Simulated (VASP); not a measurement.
# Si (Fd-3m) in VASP: single point with PBEsol

Aim: the single point of Si with PBEsol.

Program: VASP 6.6.1. These are calculated values, not measurements. Logs are shortened: lines on timing, memory, paths and dates and some standing lists are left out, and cuts for length are marked.

### 1 The cell of the first run

The structure is cubic, space group Fd-3m (No. 227). The conventional cell has a = 5.429 Å, b = 5.429 Å, c = 5.429 Å, α = 90.00°, β = 90.00°, γ = 90.00°. Si (site symmetry -43m) has 4 Si at 2.35 Å within 3.1 Å.

### 2 Single point, PBEsol

Contents of INCAR:

```
PREC = Accurate
ENCUT = 520
EDIFF = 1E-7
ISMEAR = -1
SIGMA = 0.13605693000000002
LREAL = False
LASPH = True
NELM = 100
ALGO = Normal
ISIF = 2
LWAVE = False
LCHARG = True
GGA = PS
LELF = True
LVHAR = True
NBANDS = 11
```

Contents of KPOINTS:

```
regular mesh
0
Gamma
  9 9 9
```

Contents of POSCAR:

```
Si
1.0
    0.0000000000      2.7146437992      2.7146437992
    2.7146437992      0.0000000000      2.7146437992
    2.7146437992      2.7146437992      0.0000000000
Si
2
Direct
    0.0000000000      0.0000000000      0.0000000000
    0.2500000000      0.2500000000      0.2500000000
```

Potentials or basis: VASP PAW PBE potentials, release 64 (Si).

Command:

```bash
$ cat potpaw_PBE.64/Si/POTCAR > POTCAR
$ mpirun -np 1 vasp_std > vasp.out
```

OUTCAR:

```text
PREC = Accurate
   ENCUT = 520
   EDIFF = 1E-7
   ISMEAR = -1
   LREAL = False
   LASPH = True
   NELM = 100
   ISIF = 2
   GGA = PS

 ion  position               nearest neighbor table
   1  0.000  0.000  0.000-   2 2.35   2 2.35   2 2.35   2 2.35
   2  0.250  0.250  0.250-   1 2.35   1 2.35   1 2.35   1 2.35

  LATTYP: Found a face centered cubic cell.
 ALAT       =     5.4292875984

  Lattice vectors:

 A1 = (   0.0000000000,   2.7146437992,   2.7146437992)
 A2 = (   2.7146437992,   0.0000000000,   2.7146437992)
 A3 = (   2.7146437992,   2.7146437992,   0.0000000000)

Analysis of symmetry for initial positions (statically):
=====================================================================
 Subroutine PRICEL returns:
 Original cell was already a primitive cell.

 Routine SETGRP: Setting up the symmetry group for a
 face centered cubic supercell.

 Subroutine GETGRP returns: Found 48 space group operations
 (whereof 24 operations were pure point group operations)
 out of a pool of 48 trial point group operations.

The static configuration has the point symmetry T_d .
 The point group associated with its full space group is O_h .

Analysis of symmetry for dynamics (positions and initial velocities):
=====================================================================
 Subroutine PRICEL returns:
 Original cell was already a primitive cell.

 Routine SETGRP: Setting up the symmetry group for a
 face centered cubic supercell.

 Subroutine GETGRP returns: Found 48 space group operations
 (whereof 24 operations were pure point group operations)
 out of a pool of 48 trial point group operations.

The dynamic configuration has the point symmetry T_d .
 The point group associated with its full space group is O_h .

 Subroutine INISYM returns: Found 48 space group operations
 (whereof 24 operations are pure point group operations),
 and found     1 'primitive' translations

----------------------------------------------------------------------------------------

                                     Primitive cell

  volume of cell :      40.0100

  direct lattice vectors                    reciprocal lattice vectors
     0.000000000  2.714643799  2.714643799    -0.184186227  0.184186227  0.184186227
     2.714643799  0.000000000  2.714643799     0.184186227 -0.184186227  0.184186227
     2.714643799  2.714643799  0.000000000     0.184186227  0.184186227 -0.184186227

  length of vectors
     3.839086078  3.839086078  3.839086078     0.319019904  0.319019904  0.319019904

  position of ions in fractional coordinates (direct lattice)
     0.000000000  0.000000000  0.000000000
     0.250000000  0.250000000  0.250000000

  ion indices of the primitive-cell ions
   primitive index   ion index
                 1           1
                 2           2

----------------------------------------------------------------------------------------

 KPOINTS: regular mesh

Automatic generation of k-mesh.
 Grid dimensions read from file:
 generate k-points for:    9    9    9

 Generating k-lattice:

  Cartesian coordinates                     Fractional coordinates (reciprocal lattice)
    -0.020465136  0.020465136  0.020465136     0.111111111  0.000000000  0.000000000
     0.020465136 -0.020465136  0.020465136     0.000000000  0.111111111  0.000000000
     0.020465136  0.020465136 -0.020465136     0.000000000  0.000000000  0.111111111

  Length of vectors
     0.035446656  0.035446656  0.035446656

  Shift w.r.t. Gamma in fractional coordinates (k-lattice)
     0.000000000  0.000000000  0.000000000

 Subroutine IBZKPT returns following result:
 ===========================================

 Found     35 irreducible k-points:

 Following reciprocal coordinates:
            Coordinates               Weight
  0.000000  0.000000  0.000000      1.000000
  0.111111  0.000000  0.000000      8.000000
  0.222222  0.000000  0.000000      8.000000
  0.333333  0.000000  0.000000      8.000000
  0.444444  0.000000  0.000000      8.000000
  0.111111  0.111111  0.000000      6.000000
[... 16 lines left out ...]
 -0.333333  0.333333  0.000000     12.000000
  0.444444  0.444444  0.000000      6.000000
 [... further k-points ...]
   k-points           NKPTS =     35   k-points in BZ     NKDIM =     35   number of bands    NBANDS=     11
   number of dos      NEDOS =    301   number of ions     NIONS =      2
   total plane-waves  NPLWV =  27000
   dimension x,y,z NGX =    30 NGY =   30 NGZ =   30
   dimension x,y,z NGXF=    60 NGYF=   60 NGZF=   60
   ions per type =               2
   NGX,Y,Z   is equivalent  to a cutoff of  12.99, 12.99, 12.99 a.u.
   NGXF,Y,Z  is equivalent  to a cutoff of  25.98, 25.98, 25.98 a.u.
 SYSTEM =  unknown system
   PREC   = accura    normal or accurate (medium, high low for compatibility)
   ISTART =      0    job   : 0-new  1-cont  2-samecut
   ICHARG =      2    charge: 1-file 2-atom 10-const
   ISPIN  =      1    spin polarized calculation?
   LNONCOLLINEAR =      F non collinear calculations
   LSORBIT =      F    spin-orbit coupling
   LASPH  =      T    aspherical Exc in radial PAW
   ENCUT  =  520.0 eV  38.22 Ry    6.18 a.u.   7.14  7.14  7.14*2*pi/ulx,y,z
   NELM   =    100;   NELMIN=  2; NELMDL= -5     # of ELM steps
   EDIFF  = 0.1E-06   stopping-criterion for ELM
   LREAL  =      F    real-space projection
   EDIFFG = 0.1E-05   stopping-criterion for IOM
   NSW    =      0    number of steps for IOM
   IBRION =     -1    ionic relax: 0-MD 1-quasi-New 2-CG
   NFREE  =      0    steps in history (QN), initial steepest desc. (CG)
   ISIF   =      2    stress and relaxation
   ISYM   =      2    0-nonsym 1-usesym 2-fastsym
   POTIM  = 0.5000    time-step for ionic-motion
   TEBEG  =    0.0;   TEEND  =   0.0 temperature during run
   PSTRESS=    0.0 pullay stress
   NELECT =       8.0000    total number of electrons
   NUPDOWN=      -1.0000    fix difference up-down
   EMIN   =  10.00;   EMAX   =-10.00  energy-range for DOS
   EFERMI =   0.00;   METHOD = LEGACY
   ISMEAR =    -1;   SIGMA  =   0.14  broadening in eV -4-tet -1-fermi 0-gaus
   EFERMI_NEDOS =   21; number of points for ismear=-14 and -15
   IALGO  =     38    algorithm
   IMIX   =      4    mixing-type and parameters
     AMIX     =   0.40;   BMIX     =  1.00
     AMIX_MAG =   1.60;   BMIX_MAG =  1.00
  volume/ion in A,a.u.               =      20.00       135.00
  Fermi-wavevector in a.u.,A,eV,Ry     =   0.957301  1.809037 12.468729  0.916426
  Thomas-Fermi vector in A             =   2.086307
   LORBIT       =      0    0 simple, 1 ext, 2 COOP (PROOUT), +10 PAW based schemes
   GGA     = PS    functional components
   LHFCALC =     F    Hartree Fock is set to
   AEXX    =    0.0000 exact exchange contribution
   IVDW    =     0    specifies the selected vdW correction
   LEPSILON=     F    determine dielectric tensor
   LRPA    =     F    only Hartree local field effects (RPA)
 non-spin polarized calculation
  energy-cutoff  :      520.00
  volume of cell :       40.01
 maximum number of plane-waves:      1089
 NGX is ok and might be reduce to    30
   NGX = 15   NGY = 15   NGZ = 15

 number of electron       8.0000000 magnetization

 Free energy of the ion-electron system (eV)
  ---------------------------------------------------
  ext. energy  EPLUGINS =         0.00000000
  ---------------------------------------------------
  free energy    TOTEN  =       -11.49274509 eV

  energy without entropy =      -11.48765236  energy(sigma->0) =      -11.49019873

 E-fermi :   6.0034     XC(G=0):  -9.5574

 val. band max:        5.7960770596   @ k =   0.0000   0.0000   0.0000
 cond. band min:       6.2616165460   @ k =   0.4444   0.4444   0.0000
 fundamental gap:      0.4655394864
 Fermi energy:         6.0033985929

 k-point     1 :       0.0000    0.0000    0.0000
  band No.  band energies     occupation
      1      -6.1992      2.00000
      2       5.7961      1.64219
      3       5.7961      1.64219
      4       5.7961      1.64219
      5       8.3146      0.00000
      6       8.3146      0.00000
      7       8.3146      0.00000
      8       9.1292      0.00000
      9      13.4859      0.00000
     10      13.4859      0.00000
     11      13.5108      0.00000

 k-point     2 :       0.1111    0.0000    0.0000
  band No.  band energies     occupation
      1      -6.0370      2.00000
      2       4.4392      1.99998
      3       5.5552      1.92848
      4       5.5552      1.92848
      5       8.2889      0.00000
      6       8.6679      0.00000
      7       8.6679      0.00000
      8      10.2356      0.00000
      9      13.0517      0.00000
     10      13.0517      0.00000
     11      14.1755      0.00000

 k-point     3 :       0.2222    0.0000    0.0000
  band No.  band energies     occupation
      1      -5.5601      2.00000
      2       2.3508      2.00000
      3       5.1281      1.99679
      4       5.1281      1.99679
      5       7.8669      0.00000
      6       9.1941      0.00000
      7       9.1941      0.00000
      8      12.1865      0.00000
      9      12.8155      0.00000
     10      12.8155      0.00000
     11      14.6845      0.00000
[... 267 lines left out ...]
 k-point    23 :      -0.3333    0.3333    0.0000
  band No.  band energies     occupation
      1      -2.9127      2.00000
      2      -0.9889      2.00000
      3       1.3179      2.00000
      4       3.6668      2.00000
      5       7.2560      0.00020
      6      11.5061      0.00000
      7      12.2315      0.00000
      8      12.8242      0.00000
      9      13.1683      0.00000
     10      13.3986      0.00000
     11      20.0188      0.00000

 k-point    24 :       0.4444    0.4444    0.0000
  band No.  band energies     occupation
      1      -2.8652      2.00000
      2      -1.1419      2.00000
      3       2.9691      2.00000
      4       2.9691      2.00000
      5       6.2616      0.26070
      6       6.6555      0.01645
      7      15.1058      0.00000
      8      15.1058      0.00000
      9      17.2922      0.00000
     10      17.5100      0.00000
     11      17.5101      0.00000

 [... further k-points ...]

------------------------ aborting loop because EDIFF is reached ----------------------------------------

  FORCE on cell =-STRESS in cart. coord.  units (eV):
  Direction    XX          YY          ZZ          XY          YZ          ZX
  --------------------------------------------------------------------------------------
  -------------------------------------------------------------------------------------
  Total        0.0763602      0.0763602      0.0763602      0.0000000      0.0000000      0.0000000
  in kB        3.0578015      3.0578015      3.0578015      0.0000000      0.0000000      0.0000000
  external PRESSURE =       3.0578015 kB  Pullay stress =       0.0000000 kB

 VOLUME and BASIS-vectors are now :
 -----------------------------------------------------------------------------
  energy-cutoff  :      520.00
  volume of cell :       40.01
      direct lattice vectors                 reciprocal lattice vectors
     0.000000000  2.714643799  2.714643799    -0.184186227  0.184186227  0.184186227
     2.714643799  0.000000000  2.714643799     0.184186227 -0.184186227  0.184186227
     2.714643799  2.714643799  0.000000000     0.184186227  0.184186227 -0.184186227

 POSITION                                       TOTAL-FORCE (eV/Angst)
 -----------------------------------------------------------------------------------
      0.00000      0.00000      0.00000         0.000000      0.000000      0.000000
      1.35732      1.35732      1.35732        -0.000000     -0.000000     -0.000000
 -----------------------------------------------------------------------------------
    total drift:                               -0.000000     -0.000000     -0.000000

  FREE ENERGIE OF THE ION-ELECTRON SYSTEM (eV)
  ---------------------------------------------------
  free  energy   TOTEN  =       -11.4927450890 eV

  energy  without entropy=      -11.4876523638  energy(sigma->0) =      -11.49019873
```

It took 12 s on 1 thread of Intel Xeon 6975P-C, shared host; peak memory 0.16 GiB.

What came out:

```
Free energy            : -11.4927 eV
Pressure               : 0.3 GPa
Band gap on the k mesh : 0.47 eV, indirect (least direct gap 2.52 eV)
```

Levels at points of the mesh, in eV from the valence-band top:
```csv
k point,band 1,band 2,band 3,band 4,band 5,band 6,band 7,band 8
"(0.00, 0.00, 0.00)",-12.00,0.00,0.00,0.00,2.52,2.52,2.52,3.33
```

Caveat: the PAW data sets were made with another functional, which shifts forces and pressure a little.
